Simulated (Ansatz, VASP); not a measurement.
# AlN: VASP beside Ansatz

```
Al N
1.0
     0.00000    2.03452    2.03452
     2.03452    0.00000    2.03452
     2.03452    2.03452    0.00000
Al N
1 1
Direct
  0.50000 0.50000 0.50000
  0.00000 0.00000 0.00000
```

Alike in both runs: task relaxation of cell and atoms; functional r2SCAN; k mesh 10 × 10 × 10; occupations gaussian, width 0.02 eV; no spin polarisation.

|  | VASP | Ansatz |
| --- | --- | --- |
| version | VASP 6.6.1 | Ansatz 0.2.0 |
| potentials or method | VASP PAW PBE potentials, release 64 (Al, N), cutoff 660 eV | scalar-relativistic, plane waves, PAW |
| valence electrons in the cell | 8 | 8 |

|  | VASP | Ansatz | Ansatz less VASP |
| --- | --- | --- | --- |
| gap on the k mesh at the Fermi level, each at its own relaxed structure (eV) | 5.55 | 5.52 | -0.030 |
| relaxed volume (Å³/atom) | 8.21 | 8.23 | +0.020 |
| relaxed cell length with the largest relative difference (Å) | 2.853 | 2.855 | +0.0023 |

VASP's potentials were made for PBE, not for r2SCAN.
